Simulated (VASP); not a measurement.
**HfN: single point with PBE**

The system is HfN.

```
CELL_PARAMETERS angstrom
0.00000 2.27080 2.27080
2.27080 0.00000 2.27080
2.27080 2.27080 0.00000
ATOMIC_POSITIONS crystal
Hf 0.00000 0.00000 0.00000
N 0.50000 0.50000 0.50000
```

This cell differs from its parent crystal: volume scaled by 1.02.

* Program: VASP 6.6.1
* Task: single point
* Functional: PBE
* Potentials or basis: VASP PAW PBE potentials, release 64 (Hf_pv, N)
* Cutoff: 520 eV
* k mesh: 16 × 16 × 16
* Occupations: fermi-dirac, width 0.05 eV
* Spin: no spin polarisation

```
Pressure : -1.3 GPa
```

Levels at points of the mesh, in eV from the Fermi level:
```csv
k point,band 5,band 6,band 7,band 8,band 9,band 10,band 11,band 12
"(0.00, 0.00, 0.00)",-3.01,-3.01,-3.01,-0.34,-0.34,-0.34,1.65,1.93
"(0.50, 0.00, 0.00)",-8.80,-6.11,-6.11,3.20,3.62,3.62,4.34,8.65
"(0.50, 0.50, 0.00)",-5.42,-3.74,-3.69,-3.69,4.01,5.40,5.40,5.41
```

It took 13 s on 1 thread of Intel(R) Xeon(R) 6975P-C (Granite Rapids) (shared host), peak memory 0.17 GiB.

Caveat: spin-orbit coupling is left out, which moves the levels of the heavy elements.
